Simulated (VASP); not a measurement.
# Cr (Pm-3m) in VASP: notebook

Runs on Cr. Level: RPBE. Tasks: single point, relaxation of cell and atoms.

All numbers are computed with VASP 6.6.1; they aren't measurements. Logs are shortened: lines on timing, memory, paths and dates and some standing lists are left out, and cuts for length are marked.

### 1 The cell of the first run

Symmetry: Pm-3m, No. 221, cubic system. Conventional cell: a = 2.358 Å, b = 2.358 Å, c = 2.358 Å, α = 90.00°, β = 90.00°, γ = 90.00°. Cr (site symmetry m-3m) has 6 Cr at 2.36 Å within 3.1 Å.

This isn't the form of Cr at room conditions, which is bcc.

### 2 Single point, RPBE

Input file INCAR:

```
ALGO = Normal
EDIFF = 1E-6
ENCUT = 500
GGA = RP
GGA_COMPAT = F
ISIF = 2
ISMEAR = -1
LASPH = T
LCHARG = T
LELF = T
LREAL = F
LVHAR = T
LWAVE = F
NBANDS = 12
NELM = 120
PREC = Accurate
SIGMA = 0.1
```

Input file KPOINTS:

```
k-points
0
Gamma
  13 13 13
```

Input file POSCAR:

```
Cr
1.0
    2.3575839339      0.0000000000      0.0000000000
    0.0000000000      2.3575839339      0.0000000000
    0.0000000000      0.0000000000      2.3575839339
Cr
1
Direct
    0.0000000000      0.0000000000      0.0000000000
```

Potentials or basis: VASP PAW PBE potentials, release 64 (Cr_pv).

Command:

```sh
> cat potpaw_PBE.64/Cr_pv/POTCAR > POTCAR
> mpirun -np 1 vasp_std > vasp.out
```

OUTCAR:

```text
EDIFF = 1E-6
   ENCUT = 500
   GGA = RP
   ISIF = 2
   ISMEAR = -1
   LASPH = T
   LREAL = F
   NELM = 120
   PREC = Accurate

 ion  position               nearest neighbor table
   1  0.000  0.000  0.000-

  LATTYP: Found a simple cubic cell.
 ALAT       =     2.3575839339

  Lattice vectors:

 A1 = (   2.3575839339,   0.0000000000,   0.0000000000)
 A2 = (   0.0000000000,   2.3575839339,   0.0000000000)
 A3 = (   0.0000000000,   0.0000000000,   2.3575839339)

Analysis of symmetry for initial positions (statically):
=====================================================================
 Subroutine PRICEL returns:
 Original cell was already a primitive cell.

 Routine SETGRP: Setting up the symmetry group for a
 simple cubic supercell.

 Subroutine GETGRP returns: Found 48 space group operations
 (whereof 48 operations were pure point group operations)
 out of a pool of 48 trial point group operations.

The static configuration has the point symmetry O_h .

Analysis of symmetry for dynamics (positions and initial velocities):
=====================================================================
 Subroutine PRICEL returns:
 Original cell was already a primitive cell.

 Routine SETGRP: Setting up the symmetry group for a
 simple cubic supercell.

 Subroutine GETGRP returns: Found 48 space group operations
 (whereof 48 operations were pure point group operations)
 out of a pool of 48 trial point group operations.

The dynamic configuration has the point symmetry O_h .

 Subroutine INISYM returns: Found 48 space group operations
 (whereof 48 operations are pure point group operations),
 and found     1 'primitive' translations

----------------------------------------------------------------------------------------

                                     Primitive cell

  volume of cell :      13.1039

  direct lattice vectors                    reciprocal lattice vectors
     2.357583934  0.000000000  0.000000000     0.424163053  0.000000000  0.000000000
     0.000000000  2.357583934  0.000000000     0.000000000  0.424163053  0.000000000
     0.000000000  0.000000000  2.357583934     0.000000000  0.000000000  0.424163053

  length of vectors
     2.357583934  2.357583934  2.357583934     0.424163053  0.424163053  0.424163053

  position of ions in fractional coordinates (direct lattice)
     0.000000000  0.000000000  0.000000000

  ion indices of the primitive-cell ions
   primitive index   ion index
                 1           1
[... 73 lines left out ...]
   LREAL  =      F    real-space projection
   EDIFFG = 0.1E-04   stopping-criterion for IOM
   NSW    =      0    number of steps for IOM
   IBRION =     -1    ionic relax: 0-MD 1-quasi-New 2-CG
   NFREE  =      0    steps in history (QN), initial steepest desc. (CG)
   ISIF   =      2    stress and relaxation
   ISYM   =      2    0-nonsym 1-usesym 2-fastsym
   POTIM  = 0.5000    time-step for ionic-motion
   TEBEG  =    0.0;   TEEND  =   0.0 temperature during run
   PSTRESS=    0.0 pullay stress
   NELECT =      12.0000    total number of electrons
   NUPDOWN=      -1.0000    fix difference up-down
   EMIN   =  10.00;   EMAX   =-10.00  energy-range for DOS
   EFERMI =   0.00;   METHOD = LEGACY
   ISMEAR =    -1;   SIGMA  =   0.10  broadening in eV -4-tet -1-fermi 0-gaus
   EFERMI_NEDOS =   21; number of points for ismear=-14 and -15
   IALGO  =     38    algorithm
   IMIX   =      4    mixing-type and parameters
     AMIX     =   0.40;   BMIX     =  1.00
     AMIX_MAG =   1.60;   BMIX_MAG =  1.00
  volume/ion in A,a.u.               =      13.10        88.43
  Fermi-wavevector in a.u.,A,eV,Ry     =   1.589772  3.004233 34.387010  2.527374
  Thomas-Fermi vector in A             =   2.688570
   LORBIT       =      0    0 simple, 1 ext, 2 COOP (PROOUT), +10 PAW based schemes
   GGA     = RP    functional components
   LHFCALC =     F    Hartree Fock is set to
   AEXX    =    0.0000 exact exchange contribution
   IVDW    =     0    specifies the selected vdW correction
   LEPSILON=     F    determine dielectric tensor
   LRPA    =     F    only Hartree local field effects (RPA)
 non-spin polarized calculation
  energy-cutoff  :      500.00
  volume of cell :       13.10
 maximum number of plane-waves:       342
 NGX is ok and might be reduce to    18
   NGX =  9   NGY =  9   NGZ =  9

 number of electron      12.0000017 magnetization

 Free energy of the ion-electron system (eV)
  ---------------------------------------------------
  ext. energy  EPLUGINS =         0.00000000
  ---------------------------------------------------
  free energy    TOTEN  =        -8.00921515 eV

  energy without entropy =       -7.96961294  energy(sigma->0) =       -7.98941405

 E-fermi :   9.4886     XC(G=0): -12.7132

 val. band max:        9.4696598502   @ k =   0.3846   0.1538   0.1538
 cond. band min:       9.5323722016   @ k =   0.3846   0.3077   0.1538
 fundamental gap:      0.0627123514
 Fermi energy:         9.4886399350

 k-point     1 :       0.0000    0.0000    0.0000
  band No.  band energies     occupation
      1     -33.1541      2.00000
      2     -33.1541      2.00000
      3     -33.1541      2.00000
      4       2.2017      2.00000
      5       6.3894      2.00000
      6       6.3894      2.00000
      7      11.8675      0.00000
      8      11.8675      0.00000
      9      11.8675      0.00000
     10      17.0393      0.00000
     11      28.8006      0.00000
     12      28.8006      0.00000
[... 331 lines left out ...]
 k-point    24 :       0.3846    0.3077    0.0000
  band No.  band energies     occupation
      1     -33.9035      2.00000
      2     -33.7015      2.00000
      3     -33.0257      2.00000
      4       5.8994      2.00000
      5       7.3797      2.00000
      6      10.0814      0.00532
      7      10.4467      0.00014
      8      10.8476      0.00000
      9      12.0067      0.00000
     10      17.0351      0.00000
     11      18.2914      0.00000
     12      23.8509      0.00000

 [... further k-points ...]
[... 5 lines left out ...]
  --------------------------------------------------------------------------------------
  -------------------------------------------------------------------------------------
  Total       -0.0242808     -0.0242808     -0.0242808     -0.0000000     -0.0000000      0.0000000
  in kB       -2.9687437     -2.9687437     -2.9687437     -0.0000000     -0.0000000      0.0000000
  external PRESSURE =      -2.9687437 kB  Pullay stress =       0.0000000 kB

 VOLUME and BASIS-vectors are now :
 -----------------------------------------------------------------------------
  energy-cutoff  :      500.00
  volume of cell :       13.10
      direct lattice vectors                 reciprocal lattice vectors
     2.357583934  0.000000000  0.000000000     0.424163053  0.000000000  0.000000000
     0.000000000  2.357583934  0.000000000     0.000000000  0.424163053  0.000000000
     0.000000000  0.000000000  2.357583934     0.000000000  0.000000000  0.424163053

 POSITION                                       TOTAL-FORCE (eV/Angst)
 -----------------------------------------------------------------------------------
      0.00000      0.00000      0.00000         0.000000      0.000000      0.000000
 -----------------------------------------------------------------------------------
    total drift:                                0.000000      0.000000     -0.000000

  FREE ENERGIE OF THE ION-ELECTRON SYSTEM (eV)
  ---------------------------------------------------
  free  energy   TOTEN  =        -8.0092151538 eV

  energy  without entropy=       -7.9696129442  energy(sigma->0) =       -7.98941405
```

OSZICAR:

```text
N       E                     dE             d eps       ncg     rms          rms(c)
DAV:   1     0.828685945898E+02    0.82869E+02   -0.70807E+03  2036   0.114E+03
DAV:   2    -0.771499396059E+01   -0.90584E+02   -0.86991E+02  2044   0.291E+02
DAV:   3    -0.903900023917E+01   -0.13240E+01   -0.13164E+01  2212   0.426E+01
DAV:   4    -0.904728034830E+01   -0.82801E-02   -0.82800E-02  2172   0.335E+00
DAV:   5    -0.904739769258E+01   -0.11734E-03   -0.11734E-03  2248   0.369E-01    0.991E+00
DAV:   6    -0.801921076232E+01    0.10282E+01   -0.36370E+00  2108   0.283E+01    0.168E+00
DAV:   7    -0.801113837730E+01    0.80724E-02   -0.52797E-02  2060   0.335E+00    0.985E-01
DAV:   8    -0.800929512266E+01    0.18433E-02   -0.45258E-03  2180   0.761E-01    0.116E-01
DAV:   9    -0.800923726403E+01    0.57859E-04   -0.43941E-04  2096   0.291E-01    0.411E-02
DAV:  10    -0.800921606893E+01    0.21195E-04   -0.19023E-05  2216   0.654E-02    0.285E-03
DAV:  11    -0.800921499701E+01    0.10719E-05   -0.18975E-07  1340   0.579E-03    0.114E-03
DAV:  12    -0.800921515376E+01   -0.15675E-06   -0.38536E-08  1064   0.264E-03
   1 F= -.80092152E+01 E0= -.79894140E+01  d E =-.396022E-01
```

stdout:

```text
POSCAR found type information on POSCAR Cr
 POSCAR found :  1 types and       1 ions
 scaLAPACK will be used
 -----------------------------------------------------------------------------
|                                                                             |
|                                                                             |
|     You enforced a specific xc type in the INCAR file but a different       |
|     I HOPE YOU KNOW WHAT YOU ARE DOING!                                     |
|                                                                             |
 -----------------------------------------------------------------------------

 LDA part: xc-table for (Slater+PW92), standard interpolation
 POSCAR, INCAR and KPOINTS ok, starting setup
 FFT: planning ... GRIDC
 FFT: planning ... GRID_SOFT
 FFT: planning ... GRID
 WAVECAR not read
 entering main loop
```

Run time: 12 s. Hardware: 1 thread of AMD EPYC 7R43 (Zen 3), shared host; peak memory 0.09 GiB.

What came out:

* Free energy: -8.0092 eV
* Pressure: -0.3 GPa
* Band gap on the k mesh: zero (bands 6 and 7 overlap by 1.46 eV)

Levels at points of the mesh, in eV from the Fermi level:
```tsv
k point	band 4	band 5	band 6	band 7	band 8	band 9
(0.00, 0.00, 0.00)	-7.29	-3.10	-3.10	2.38	2.38	2.38
```

Caveat: the PAW data sets were made with another functional, which shifts forces and pressure a little; the run has no spin polarisation, though such a crystal can be magnetic. Spin polarisation is off, so any magnetic state and its effect on volume and gap are missing.

### 3 Relaxation of cell and atoms, RPBE

This run uses another cell than the first one, of 12.95 Å³/atom.

Input file INCAR:

```
  PREC = Accurate
  ENCUT = 500
  EDIFF = 1E-7
  ISMEAR = -1
  SIGMA = 0.1
  LREAL = F
  LASPH = T
  NELM = 120
  ALGO = Normal
  ISIF = 3
  LWAVE = F
  LCHARG = F
  GGA = RP
  IBRION = 2
  NSW = 80
  EDIFFG = -0.01
  GGA_COMPAT = F
  NELMIN = 4
```

Input file KPOINTS:

```
Automatic mesh
0
Gamma
  13 13 13
```

Input file POSCAR:

```
Cr
1.0
    2.3484326893      0.0000000000      0.0000000000
    0.0000000000      2.3484326893      0.0000000000
    0.0000000000      0.0000000000      2.3484326893
Cr
1
Direct
    0.0000000000      0.0000000000      0.0000000000
```

Potentials or basis: VASP PAW PBE potentials, release 64 (Cr_pv).

Command:

```sh
> cat potpaw_PBE.64/Cr_pv/POTCAR > POTCAR
> mpirun -np 1 vasp_std > vasp.out
```

Wall time 24 s (1 thread of AMD EPYC 7R43 (Zen 3), shared host); peak memory 0.09 GiB.

It converged, with:

* Free energy: -8.0090 eV
* Relaxed volume: 13.08 Å³/atom
* Relaxed cell: a = 2.356 Å, b = 2.356 Å, c = 2.356 Å, α = 90.00°, β = 90.00°, γ = 90.00°
* Space group after relaxing (to 0.1 Å): Pm-3m (No. 221)
* Energy gained by relaxing: 0.7 meV/atom
* Ionic steps: 3
* Pressure after relaxing: 0.0 GPa
* Band gap on the k mesh: zero (bands 6 and 7 overlap by 1.47 eV)

The path:
```
step  energy change (eV)  largest force (eV/Å)  pressure (GPa)  volume (Å³)
   1              0.0000                0.0000            1.82        12.95
   2              0.0003                0.0000           -2.03        13.23
   3             -0.0007                0.0000            0.01        13.08
```

Final structure:
```yaml
crystal:
  lattice:
    - [2.35611, 0.00000, 0.00000]
    - [0.00000, 2.35611, 0.00000]
    - [0.00000, 0.00000, 2.35611]
  atoms:
    - { symbol: Cr, position: [0.00000, 0.00000, 0.00000] }
```

Levels at points of the mesh, in eV from the Fermi level:
```
           k point  band 4  band 5  band 6  band 7  band 8  band 9
(0.00, 0.00, 0.00)   -7.29   -3.11   -3.11    2.38    2.38    2.38
```

Caveat: the PAW data sets were made with another functional, which shifts forces and pressure a little; the run has no spin polarisation, though such a crystal can be magnetic. Spin polarisation is off, so any magnetic state and its effect on volume and gap are missing.

### 4 Single point, RPBE

Input file INCAR:

```
ALGO = Normal ; EDIFF = 1E-6
ENCUT = 500 ; GGA = RP
GGA_COMPAT = F ; ISIF = 2
ISMEAR = -1 ; LASPH = T
LCHARG = F ; LREAL = F
LWAVE = F ; NBANDS = 12
NELM = 120 ; PREC = Accurate
SIGMA = 0.1
```

Input file KPOINTS:

```
k-points
0
Gamma
  22 22 22
```

Input file POSCAR:

```
Cr
1.0
    2.3575839339      0.0000000000      0.0000000000
    0.0000000000      2.3575839339      0.0000000000
    0.0000000000      0.0000000000      2.3575839339
Cr
1
Direct
    0.0000000000      0.0000000000      0.0000000000
```

Command:

```sh
> cat potpaw_PBE.64/Cr_pv/POTCAR > POTCAR
> mpirun -np 1 vasp_std > vasp.out
```

It took 41 s on 1 thread of AMD EPYC 7R43 (Zen 3), shared host; peak memory 0.12 GiB.

Results (log left out):

* Free energy: -8.0021 eV
* Pressure: 0.1 GPa
* Band gap on the k mesh: zero (bands 6 and 7 overlap by 1.65 eV)

Levels at points of the mesh, in eV from the Fermi level:
```tsv
k point	band 2	band 3	band 4	band 5	band 6	band 7	band 8	band 9	band 10	band 11
(0.00, 0.00, 0.00)	-42.63	-42.63	-7.28	-3.09	-3.09	2.39	2.39	2.39	7.56	19.32
(0.50, 0.00, 0.00)	-42.55	-42.55	-3.06	-2.35	-0.73	0.51	0.51	2.56	7.01	7.59
(0.50, 0.50, 0.00)	-43.45	-42.47	-4.39	-1.66	0.91	0.91	3.58	6.03	6.03	7.55
(0.50, 0.50, 0.50)	-43.32	-43.32	-2.81	-2.81	-2.81	3.68	3.68	7.55	11.06	13.75
```

Caveat: the PAW data sets were made with another functional, which shifts forces and pressure a little; the run has no spin polarisation, though such a crystal can be magnetic. Spin polarisation is off, so any magnetic state and its effect on volume and gap are missing.

### 5 Summary

```csv
task,cell,k mesh,gap on the mesh (eV),pressure (GPa)
single point,"a = 2.358 Å, 1 atom",13 × 13 × 13,none,-0.3
relaxation of cell and atoms,"relaxed from a = 2.348 Å, 1 atom",13 × 13 × 13,none,0.0
single point,"a = 2.358 Å, 1 atom",22 × 22 × 22,none,0.1
```

Alike in all rows: level RPBE; potentials or basis VASP PAW PBE potentials, release 64 (Cr_pv); no spin polarisation; cutoff (eV) 500; smearing fermi-dirac 0.1 eV.

Caveats: the PAW data sets were made with another functional, which shifts forces and pressure a little; the run has no spin polarisation, though such a crystal can be magnetic.

Total energies depend on the potentials used, so only differences within one code and one set of settings carry meaning.
